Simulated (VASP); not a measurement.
TaAs: single point with LDA

TaAs:

```
Ta As
1.0
    -1.73322    1.73322    5.90680
     1.73322   -1.73322    5.90680
     1.73322    1.73322   -5.90680
Ta As
2 2
Direct
  0.49997 0.49997 0.00000
  0.24997 0.74997 0.50000
  0.08263 0.08263 0.00000
  0.83263 0.33263 0.50000
```

This cell differs from its parent crystal: volume scaled by 1.02.

```
Program             : VASP 6.6.1
Task                : single point
Functional          : LDA
Potentials or basis : VASP PAW LDA potentials, release 64 (Ta_pv, As)
Cutoff              : 520 eV
k mesh              : 11 × 11 × 11
Occupations         : fermi-dirac, width 0.05 eV
Spin                : no spin polarisation
```

| Property | Result |
| --- | --- |
| Pressure | -9.8 GPa |
| Largest force | 0.012 eV/Å |

Forces in eV/Å, atoms in the order of the input:
```
Ta   0.000  0.000  0.012
Ta   0.000  0.000  0.012
As   0.000  0.000 -0.012
As   0.000  0.000 -0.012
```

Stress tensor (GPa, compression positive):
```
-9.94  0.00  0.00
 0.00 -9.94  0.00
 0.00  0.00 -9.61
```

Levels at points of the mesh, in eV from the Fermi level:
```tsv
k point	band 13	band 14	band 15	band 16	band 17	band 18	band 19	band 20
(0.00, 0.00, 0.00)	-2.25	-1.88	-1.58	-1.58	0.88	1.51	2.27	3.02
```

Run time: 7.4 min on 1 thread of AMD EPYC 7R43 64-Core Processor (Zen 3), with other jobs on the host, peak memory 0.36 GiB.

Caveat: spin-orbit coupling is left out, which moves the levels of the heavy elements.
